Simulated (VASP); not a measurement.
# Al3GaN4 (P-43m) in VASP: single point with r2SCAN

Aim: the single point of Al3GaN4 with r2SCAN.

All numbers are computed with VASP 6.6.1; they aren't measurements. Logs are shortened: lines on timing, memory, paths and dates and some standing lists are left out, and cuts for length are marked.

## 1. The cell of the first run

The structure is cubic, space group P-43m (No. 215). The conventional cell has a = 4.401 Å, b = 4.401 Å, c = 4.401 Å, α = 90.00°, β = 90.00°, γ = 90.00°. Al (site symmetry -42m) has 4 N at 1.89 Å within 2.5 Å. Within 2.6 Å of Ga (site symmetry -43m) lie 4 N at 1.95 Å. Within 2.5 Å of N (site symmetry 3m) lie 3 Al at 1.89 Å and 1 Ga at 1.95 Å.

## 2. Single point, r2SCAN

File POSCAR:

```
Al3GaN4
1.0
    4.4014385300      0.0000000000      0.0000000000
    0.0000000000      4.4014385300      0.0000000000
    0.0000000000      0.0000000000      4.4014385300
Al Ga N
3 1 4
Direct
    0.5000000000      0.5000000000      0.0000000000
    0.5000000000      0.0000000000      0.5000000000
    0.0000000000      0.5000000000      0.5000000000
    0.0000000000      0.0000000000      0.0000000000
    0.7441634300      0.7441634300      0.2558365700
    0.7441634300      0.2558365700      0.7441634300
    0.2558365700      0.7441634300      0.7441634300
    0.2558365700      0.2558365700      0.2558365700
```

File INCAR.step1:

```
SYSTEM = Al3GaN4
ALGO     = Normal         ! electronic algorithm
EDIFF    = 1E-5           ! SCF threshold, eV
ENCUT    = 1460           ! plane-wave cutoff, eV
GGA      = PE             ! functional
GGA_COMPAT= .False.      
ISMEAR   = 0              ! smearing method
LASPH    = .True.         ! aspherical terms in the spheres
LCHARG   = .False.        ! write CHGCAR
LREAL    = .False.        ! projectors in reciprocal space
LWAVE    = .True.         ! write WAVECAR
NBANDS   = 31             ! bands
NELM     = 120            ! most SCF steps
PREC     = Accurate       ! precision mode
SIGMA    = 0.05           ! smearing width, eV
```

File INCAR.step2:

```
SYSTEM = Al3GaN4
ALGO     = Normal         ! electronic algorithm
EDIFF    = 1E-6           ! SCF threshold, eV
ENCUT    = 1460           ! plane-wave cutoff, eV
GGA_COMPAT= .False.      
ISIF     = 2              ! what is computed and relaxed
ISMEAR   = 0              ! smearing method
ISTART   = 1            
LASPH    = .True.         ! aspherical terms in the spheres
LCHARG   = .False.        ! write CHGCAR
LMIXTAU  = .True.       
LREAL    = .False.        ! projectors in reciprocal space
LWAVE    = .False.        ! write WAVECAR
METAGGA  = R2SCAN         ! meta-GGA
NBANDS   = 31             ! bands
NELM     = 120            ! most SCF steps
PREC     = Accurate       ! precision mode
SIGMA    = 0.05           ! smearing width, eV
```

File KPOINTS:

```
k-points
0
Gamma
  6 6 6
  0 0 0
```

Potentials or basis: VASP PAW PBE potentials, release 64 (Al, Ga_d, N_h).

On the command line:

```bash
$ cat potpaw_PBE.64/Al/POTCAR potpaw_PBE.64/Ga_d/POTCAR potpaw_PBE.64/N_h/POTCAR > POTCAR
$ cp INCAR.step1 INCAR
$ mpirun -np 1 vasp_std > vasp.out
$ cp INCAR.step2 INCAR
$ mpirun -np 1 vasp_std > vasp.out
```

OUTCAR:

```text
SYSTEM = Al3GaN4
   EDIFF = 1E-6
   ENCUT = 1460
   ISIF = 2
   ISMEAR = 0
   ISTART = 1
   LASPH = .True.
   LREAL = .False.
   METAGGA = R2SCAN
   NELM = 120
   PREC = Accurate

 ion  position               nearest neighbor table
   1  0.500  0.500  0.000-   5 1.89   6 1.89   7 1.89   8 1.89   3 3.11   4 3.11   2 3.11   2 3.11
                             3 3.11   2 3.11   4 3.11   2 3.11   3 3.11   4 3.11   3 3.11   4 3.11
   2  0.500  0.000  0.500-   5 1.89   6 1.89   7 1.89   8 1.89   3 3.11   4 3.11   1 3.11   1 3.11
                             4 3.11   1 3.11   3 3.11   1 3.11   3 3.11   4 3.11   4 3.11   3 3.11
   3  0.000  0.500  0.500-   5 1.89   6 1.89   7 1.89   8 1.89   2 3.11   4 3.11   1 3.11   1 3.11
                             4 3.11   2 3.11   4 3.11   4 3.11   1 3.11   2 3.11   1 3.11   2 3.11
   4  0.000  0.000  0.000-   5 1.95   6 1.95   7 1.95   8 1.95   2 3.11   3 3.11   1 3.11   2 3.11
                             3 3.11   1 3.11   3 3.11   3 3.11   1 3.11   2 3.11   2 3.11   1 3.11
   5  0.744  0.744  0.256-   1 1.89   2 1.89   3 1.89   4 1.95
   6  0.744  0.256  0.744-   1 1.89   2 1.89   3 1.89   4 1.95
   7  0.256  0.744  0.744-   1 1.89   2 1.89   3 1.89   4 1.95
   8  0.256  0.256  0.256-   1 1.89   2 1.89   3 1.89   4 1.95

  LATTYP: Found a simple cubic cell.
 ALAT       =     4.4014385300

  Lattice vectors:

 A1 = (   4.4014385300,   0.0000000000,   0.0000000000)
 A2 = (   0.0000000000,   4.4014385300,   0.0000000000)
 A3 = (   0.0000000000,   0.0000000000,   4.4014385300)

Analysis of symmetry for initial positions (statically):
=====================================================================
 Subroutine PRICEL returns:
 Original cell was already a primitive cell.

 Routine SETGRP: Setting up the symmetry group for a
 simple cubic supercell.

 Subroutine GETGRP returns: Found 24 space group operations
 (whereof 24 operations were pure point group operations)
 out of a pool of 48 trial point group operations.

The static configuration has the point symmetry T_d .

Analysis of symmetry for dynamics (positions and initial velocities):
=====================================================================
 Subroutine PRICEL returns:
 Original cell was already a primitive cell.

 Routine SETGRP: Setting up the symmetry group for a
 simple cubic supercell.

 Subroutine GETGRP returns: Found 24 space group operations
 (whereof 24 operations were pure point group operations)
 out of a pool of 48 trial point group operations.

The dynamic configuration has the point symmetry T_d .

 Subroutine INISYM returns: Found 24 space group operations
 (whereof 24 operations are pure point group operations),
 and found     1 'primitive' translations

----------------------------------------------------------------------------------------

                                     Primitive cell

  volume of cell :      85.2676

  direct lattice vectors                    reciprocal lattice vectors
     4.401438530  0.000000000  0.000000000     0.227198447  0.000000000  0.000000000
     0.000000000  4.401438530  0.000000000     0.000000000  0.227198447  0.000000000
     0.000000000  0.000000000  4.401438530     0.000000000  0.000000000  0.227198447

  length of vectors
     4.401438530  4.401438530  4.401438530     0.227198447  0.227198447  0.227198447

  position of ions in fractional coordinates (direct lattice)
     0.500000000  0.500000000  0.000000000
     0.500000000  0.000000000  0.500000000
     0.000000000  0.500000000  0.500000000
     0.000000000  0.000000000  0.000000000
     0.744163430  0.744163430  0.255836570
     0.744163430  0.255836570  0.744163430
     0.255836570  0.744163430  0.744163430
     0.255836570  0.255836570  0.255836570

  ion indices of the primitive-cell ions
   primitive index   ion index
                 1           1
                 2           2
                 3           3
                 4           4
                 5           5
                 6           6
                 7           7
                 8           8

----------------------------------------------------------------------------------------

 KPOINTS: k-points

Automatic generation of k-mesh.
 Grid dimensions read from file:
 generate k-points for:    6    6    6

 Generating k-lattice:

  Cartesian coordinates                     Fractional coordinates (reciprocal lattice)
     0.037866408  0.000000000  0.000000000     0.166666667  0.000000000  0.000000000
     0.000000000  0.037866408  0.000000000     0.000000000  0.166666667  0.000000000
     0.000000000  0.000000000  0.037866408     0.000000000  0.000000000  0.166666667

  Length of vectors
     0.037866408  0.037866408  0.037866408

  Shift w.r.t. Gamma in fractional coordinates (k-lattice)
     0.000000000  0.000000000  0.000000000

 Subroutine IBZKPT returns following result:
 ===========================================

 Found     20 irreducible k-points:

 Following reciprocal coordinates:
            Coordinates               Weight
  0.000000  0.000000  0.000000      1.000000
  0.166667  0.000000  0.000000      6.000000
  0.333333  0.000000  0.000000      6.000000
  0.500000  0.000000  0.000000      3.000000
  0.166667  0.166667  0.000000     12.000000
  0.333333  0.166667  0.000000     24.000000
[... 12 lines left out ...]
  0.500000  0.500000  0.333333      6.000000
  0.500000  0.500000  0.500000      1.000000
   k-points           NKPTS =     20   k-points in BZ     NKDIM =     20   number of bands    NBANDS=     31
   number of dos      NEDOS =    301   number of ions     NIONS =      8
   total plane-waves  NPLWV = 175616
   dimension x,y,z NGX =    56 NGY =   56 NGZ =   56
   dimension x,y,z NGXF=   112 NGYF=  112 NGZF=  112
   ions per type =               3   1   4
   NGX,Y,Z   is equivalent  to a cutoff of  21.15, 21.15, 21.15 a.u.
   NGXF,Y,Z  is equivalent  to a cutoff of  42.30, 42.30, 42.30 a.u.
 SYSTEM =  Al3GaN4
   PREC   = accura    normal or accurate (medium, high low for compatibility)
   ISTART =      1    job   : 0-new  1-cont  2-samecut
   ICHARG =      0    charge: 1-file 2-atom 10-const
   ISPIN  =      1    spin polarized calculation?
   LNONCOLLINEAR =      F non collinear calculations
   LSORBIT =      F    spin-orbit coupling
   LASPH  =      T    aspherical Exc in radial PAW
   ENCUT  = 1460.0 eV 107.31 Ry   10.36 a.u.  13.71 13.71 13.71*2*pi/ulx,y,z
   NELM   =    120;   NELMIN=  2; NELMDL=  0     # of ELM steps
   EDIFF  = 0.1E-05   stopping-criterion for ELM
   LREAL  =      F    real-space projection
   EDIFFG = 0.1E-04   stopping-criterion for IOM
   NSW    =      0    number of steps for IOM
   IBRION =     -1    ionic relax: 0-MD 1-quasi-New 2-CG
   NFREE  =      0    steps in history (QN), initial steepest desc. (CG)
   ISIF   =      2    stress and relaxation
   ISYM   =      2    0-nonsym 1-usesym 2-fastsym
   POTIM  = 0.5000    time-step for ionic-motion
   TEBEG  =    0.0;   TEEND  =   0.0 temperature during run
   PSTRESS=    0.0 pullay stress
   NELECT =      42.0000    total number of electrons
   NUPDOWN=      -1.0000    fix difference up-down
   EMIN   =  10.00;   EMAX   =-10.00  energy-range for DOS
   EFERMI =   0.00;   METHOD = LEGACY
   ISMEAR =     0;   SIGMA  =   0.05  broadening in eV -4-tet -1-fermi 0-gaus
   EFERMI_NEDOS =   21; number of points for ismear=-14 and -15
   IALGO  =     38    algorithm
   IMIX   =      4    mixing-type and parameters
     AMIX     =   0.40;   BMIX     =  1.00
     AMIX_MAG =   1.60;   BMIX_MAG =  1.00
  volume/ion in A,a.u.               =      10.66        71.93
  Fermi-wavevector in a.u.,A,eV,Ry     =   1.292895  2.443217 22.743196  1.671578
  Thomas-Fermi vector in A             =   2.424575
   LORBIT       =      0    0 simple, 1 ext, 2 COOP (PROOUT), +10 PAW based schemes
   METAGGA = R2SCAN    functional components
   LHFCALC =     F    Hartree Fock is set to
   AEXX    =    0.0000 exact exchange contribution
   IVDW    =     0    specifies the selected vdW correction
   LEPSILON=     F    determine dielectric tensor
   LRPA    =     F    only Hartree local field effects (RPA)
 non-spin polarized calculation
 Gauss-broadening in eV      SIGMA  =   0.05
  energy-cutoff  :     1460.00
  volume of cell :       85.27
 maximum number of plane-waves:     10835
 NGX is ok and might be reduce to    56
   NGX = 27   NGY = 27   NGZ = 27

 number of electron      42.0000002 magnetization

 Free energy of the ion-electron system (eV)
  ---------------------------------------------------
  ext. energy  EPLUGINS =         0.00000000
  ---------------------------------------------------
  free energy    TOTEN  =       -79.43888871 eV

  energy without entropy =      -79.43888871  energy(sigma->0) =      -79.43888871

 E-fermi :   6.0960     XC(G=0): -11.7456

 val. band max:        5.8033921851   @ k =   0.0000   0.0000   0.0000
 cond. band min:       9.8108610382   @ k =   0.0000   0.0000   0.0000
 fundamental gap:      4.0074688531
 Fermi energy:         6.0960087022

 k-point     1 :       0.0000    0.0000    0.0000
  band No.  band energies     occupation
      1     -10.1672      2.00000
      2      -8.2540      2.00000
      3      -8.2540      2.00000
      4      -8.2540      2.00000
      5      -7.1611      2.00000
      6      -7.1611      2.00000
[... 23 lines left out ...]
     30      18.6339      0.00000
     31      18.6339      0.00000

 k-point     2 :       0.1667    0.0000    0.0000
  band No.  band energies     occupation
      1     -10.0399      2.00000
      2      -8.3439      2.00000
      3      -8.2593      2.00000
      4      -8.2593      2.00000
      5      -7.1597      2.00000
      6      -7.1566      2.00000
[... 23 lines left out ...]
     30      18.8372      0.00000
     31      18.8372      0.00000

 k-point     3 :       0.3333    0.0000    0.0000
  band No.  band energies     occupation
      1      -9.6823      2.00000
      2      -8.6489      2.00000
      3      -8.2696      2.00000
      4      -8.2696      2.00000
      5      -7.1568      2.00000
      6      -7.1443      2.00000
[... 567 lines left out ...]
     30      17.5444      0.00000
     31      17.5445      0.00000

 k-point    20 :       0.5000    0.5000    0.5000
  band No.  band energies     occupation
      1      -8.6759      2.00000
      2      -8.6759      2.00000
      3      -8.6759      2.00000
      4      -8.2678      2.00000
      5      -7.1241      2.00000
      6      -7.1241      2.00000
[... 23 lines left out ...]
     30      17.3409      0.00000
     31      17.3451      0.00000

------------------------ aborting loop because EDIFF is reached ----------------------------------------

  FORCE on cell =-STRESS in cart. coord.  units (eV):
  Direction    XX          YY          ZZ          XY          YZ          ZX
  --------------------------------------------------------------------------------------
  -------------------------------------------------------------------------------------
  Total       -0.0864100     -0.0864100     -0.0864100     -0.0000000     -0.0000000      0.0000000
  in kB       -1.6236432     -1.6236432     -1.6236432     -0.0000000     -0.0000000      0.0000000
  external PRESSURE =      -1.6236432 kB  Pullay stress =       0.0000000 kB

 VOLUME and BASIS-vectors are now :
 -----------------------------------------------------------------------------
  energy-cutoff  :     1460.00
  volume of cell :       85.27
      direct lattice vectors                 reciprocal lattice vectors
     4.401438530  0.000000000  0.000000000     0.227198447  0.000000000  0.000000000
     0.000000000  4.401438530  0.000000000     0.000000000  0.227198447  0.000000000
     0.000000000  0.000000000  4.401438530     0.000000000  0.000000000  0.227198447

 POSITION                                       TOTAL-FORCE (eV/Angst)
 -----------------------------------------------------------------------------------
      2.20072      2.20072      0.00000        -0.000000      0.000000     -0.000000
      2.20072      0.00000      2.20072         0.000000      0.000000     -0.000000
      0.00000      2.20072      2.20072        -0.000000      0.000000     -0.000000
      0.00000      0.00000      0.00000        -0.000000      0.000000     -0.000000
      3.27539      3.27539      1.12605        -0.010662     -0.010662      0.010662
      3.27539      1.12605      3.27539        -0.010662      0.010662     -0.010662
      1.12605      3.27539      3.27539         0.010662     -0.010662     -0.010662
      1.12605      1.12605      1.12605         0.010662      0.010662      0.010662
 -----------------------------------------------------------------------------------
    total drift:                               -0.000000     -0.000000     -0.000000

  FREE ENERGIE OF THE ION-ELECTRON SYSTEM (eV)
  ---------------------------------------------------
  free  energy   TOTEN  =       -79.4388887139 eV

  energy  without entropy=      -79.4388887139  energy(sigma->0) =      -79.43888871
```

Wall time 9.8 min (1 thread of Intel Xeon Platinum 8259CL at 2.50GHz (Skylake/Cascade Lake), shared host); peak memory 0.61 GiB.

What came out:

- Free energy: -79.4389 eV
- Pressure: -0.2 GPa
- Largest force: 0.018 eV/Å
- Band gap on the k mesh: 4.01 eV

Forces in eV/Å, atoms in the order of the input:
```
Al   0.000  0.000  0.000
Al   0.000  0.000  0.000
Al   0.000  0.000  0.000
Ga   0.000  0.000  0.000
N   -0.011 -0.011  0.011
N   -0.011  0.011 -0.011
N    0.011 -0.011 -0.011
N    0.011  0.011  0.011
```

Levels at points of the mesh, in eV from the valence-band top:
| k point | band 18 | band 19 | band 20 | band 21 | band 22 | band 23 | band 24 | band 25 |
| --- | --- | --- | --- | --- | --- | --- | --- | --- |
| (0.00, 0.00, 0.00) | -2.03 | 0.00 | 0.00 | 0.00 | 4.01 | 4.01 | 4.01 | 4.10 |
| (0.50, 0.00, 0.00) | -1.25 | -1.25 | -0.94 | -0.94 | 6.26 | 6.31 | 6.78 | 6.78 |
| (0.50, 0.50, 0.00) | -0.88 | -0.58 | -0.52 | -0.52 | 8.01 | 8.30 | 8.30 | 8.53 |
| (0.50, 0.50, 0.50) | -0.64 | -0.35 | -0.35 | -0.35 | 6.17 | 7.80 | 7.80 | 7.80 |

Caveat: the PAW data sets were made with another functional, which shifts forces and pressure a little. A k mesh can miss the band edges.
